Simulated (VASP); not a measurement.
Input of a VASP 6.6.1 run:

File POSCAR:

```
Ni
1.0
    0.0000000000      1.7671500000      1.7671500000
    1.7671500000      0.0000000000      1.7671500000
    1.7671500000      1.7671500000      0.0000000000
Ni
1
Direct
    0.0000000000      0.0000000000      0.0000000000
```

INCAR.step1

```
SYSTEM = Ni
PREC = Accurate
ENCUT = 520
ISMEAR = -1
SIGMA = 0.05
LREAL = .False.
LASPH = .True.
NELM = 150
ISPIN = 2
MAGMOM = 2
LMAXMIX = 4
NBANDS = 15
GGA = PE
ALGO = Normal
EDIFF = 1E-4
LWAVE = .True.
LCHARG = .False.
```

The input INCAR.step2:

```
SYSTEM = Ni
PREC = Accurate
ENCUT = 520
EDIFF = 1E-6
ISMEAR = -1
SIGMA = 0.05
LREAL = .False.
LASPH = .True.
NELM = 150
ALGO = Normal
ISIF = 2
LWAVE = .False.
LCHARG = .True.
ISPIN = 2
MAGMOM = 2
LORBIT = 11
LMAXMIX = 4
METAGGA = R2SCAN
LMIXTAU = .True.
LELF = .True.
LVHAR = .True.
NBANDS = 15
ISTART = 1
```

KPOINTS

```
regular mesh
0
Gamma
  11 11 11
  0 0 0
```

Potentials or basis: VASP PAW PBE potentials, release 64 (Ni).

Launch:

```bash
$ cat potpaw_PBE.64/Ni/POTCAR > POTCAR
$ cp INCAR.step1 INCAR
$ mpirun -np 1 vasp_std > vasp.out
$ cp INCAR.step2 INCAR
$ mpirun -np 1 vasp_std > vasp.out
```

Task: What does it give for the site moments?

Result: Ni +0.79 μB.

Task: Estimate the pressure.

Result: -8.6 GPa.

Caveat: the PAW data sets were made with another functional, which shifts forces and pressure a little.
